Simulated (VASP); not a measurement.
A run of VASP 6.6.1:

The input INCAR:

```
PREC = Accurate
ENCUT = 520
EDIFF = 1E-6
ISMEAR = -1
SIGMA = 0.05
LREAL = False
LASPH = True
NELM = 60
ALGO = Normal
ISIF = 2
LWAVE = False
LCHARG = True
GGA = PS
LELF = True
LVHAR = True
NBANDS = 15
```

The input KPOINTS:

```
Automatic mesh
0
Gamma
  9 9 9
```

Contents of POSCAR:

```
TiC
1.0
    0.0000000000      2.1657188437      2.2523475974
    2.1657188437      0.0000000000      2.2523475974
    2.1657188437      2.1657188437      0.0000000000
Ti C
1 1
Direct
    0.0000000000      0.0000000000      0.0000000000
    0.5000000000      0.5000000000      0.5000000000
```

Potentials or basis: VASP PAW PBE potentials, release 64 (Ti_sv, C).

Run with:

```bash
$ cat potpaw_PBE.64/Ti_sv/POTCAR potpaw_PBE.64/C/POTCAR > POTCAR
$ mpirun -np 1 vasp_std > vasp.out
```

Hardware: 1 thread of Intel(R) Xeon(R) 6975P-C (Granite Rapids), on a shared host.

Task: Estimate the wall time of this run.

Result: Wall time 9 s on 1 thread of Intel(R) Xeon(R) 6975P-C (Granite Rapids) (shared host), peak memory 0.15 GiB. Counts: scf iterations 15, k points 75.
